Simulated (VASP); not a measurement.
Here is a VASP 6.6.1 calculation.

File INCAR:

```
PREC = Accurate ; ENCUT = 600
EDIFF = 1E-7 ; ISMEAR = 0
SIGMA = 0.01 ; LREAL = False
LASPH = True ; NELM = 60
ALGO = Normal ; ISIF = 3
LWAVE = False ; LCHARG = False
IBRION = 2 ; NSW = 80
EDIFFG = -0.001
```

The input KPOINTS:

```
Automatic mesh
0
Gamma
  12 12 2
```

The input POSCAR:

```
GaO
1.0
    3.0699135739      0.0000000000      0.0000000000
   -1.5349567870      2.6586231424      0.0000000000
    0.0000000000      0.0000000000     12.8821353846
Ga O
4 4
Direct
    0.3333333333      0.6666666667      0.1539264410
    0.6666666667      0.3333333333      0.6539264410
    0.3333333333      0.6666666667      0.3460735590
    0.6666666667      0.3333333333      0.8460735590
    0.3333333333      0.6666666667      0.5980697776
    0.6666666667      0.3333333333      0.0980697776
    0.3333333333      0.6666666667      0.9019302224
    0.6666666667      0.3333333333      0.4019302224
```

Potentials or basis: VASP PAW LDA potentials, release 64 (Ga_d, O).

Launch:

```console
$ cat potpaw_LDA.64/Ga_d/POTCAR potpaw_LDA.64/O/POTCAR > POTCAR
$ mpirun -np 1 vasp_std > vasp.out
```

**Question.** What does it give for the band gap on the k mesh?

**Answer.** 0.87 eV.

**Question.** Predict the relaxed cell.

**Answer.** a = 3.069 Å, b = 3.069 Å, c = 12.067 Å, α = 90.00°, β = 90.00°, γ = 120.00°.

**Question.** Estimate the relaxed volume.

**Answer.** 12.30 Å³/atom.

**Question.** What does it give for the space group after relaxing (to 0.1 Å)?

**Answer.** P6_3/mmc (No. 194).

Final structure:
```
CELL_PARAMETERS angstrom
3.06855 0.00000 0.00000
-1.53428 2.65744 0.00000
0.00000 0.00000 12.06742
ATOMIC_POSITIONS crystal
Ga 0.33333 0.66667 0.14855
Ga 0.66667 0.33333 0.64855
Ga 0.33333 0.66667 0.35145
Ga 0.66667 0.33333 0.85145
O 0.33333 0.66667 0.59148
O 0.66667 0.33333 0.09148
O 0.33333 0.66667 0.90852
O 0.66667 0.33333 0.40852
```

A k mesh can miss the band edges.
